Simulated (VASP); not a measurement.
Input of a VASP 6.6.1 run:

The input INCAR:

```
ALGO = Normal
EDIFF = 1E-6
EDIFFG = -0.01
ENCUT = 600
GGA = PE
IBRION = 2
ISIF = 3
ISMEAR = 0
LASPH = T
LCHARG = F
LREAL = F
LWAVE = F
NELM = 60
NSW = 100
PREC = Accurate
SIGMA = 0.02
```

File KPOINTS:

```
k-points
0
Gamma
  6 6 6
```

File POSCAR:

```
Na3TeH
1.0
    5.2138968000      0.0000000000      0.0000000000
    0.0000000000      5.2138968000      0.0000000000
    0.0000000000      0.0000000000      5.2138968000
Na Te H
3 1 1
Direct
    0.5000000000      0.0000000000      0.0000000000
    0.0000000000      0.5000000000      0.0000000000
    0.0000000000      0.0000000000      0.5000000000
    0.5000000000      0.5000000000      0.5000000000
    0.0000000000      0.0000000000      0.0000000000
```

Potentials or basis: VASP PAW PBE potentials, release 64 (Na_pv, Te, H).

The run is started by

```console
$ cat potpaw_PBE.64/Na_pv/POTCAR potpaw_PBE.64/Te/POTCAR potpaw_PBE.64/H/POTCAR > POTCAR
$ mpirun -np 1 vasp_std > vasp.out
```

Task: What does it give for the relaxed volume?

Result: 21.60 Å³/atom.

Task: Estimate the relaxed cell.

Result: a = 4.762 Å, b = 4.762 Å, c = 4.762 Å, α = 90.00°, β = 90.00°, γ = 90.00°.

Final structure:
```
CELL_PARAMETERS angstrom
4.76201 0.00000 0.00000
0.00000 4.76201 0.00000
0.00000 0.00000 4.76201
ATOMIC_POSITIONS crystal
Na 0.50000 0.00000 0.00000
Na 0.00000 0.50000 0.00000
Na 0.00000 0.00000 0.50000
Te 0.50000 0.50000 0.50000
H 0.00000 0.00000 0.00000
```

Caveat: the volume moved by over 15 % at a fixed basis, so the end points are rough.
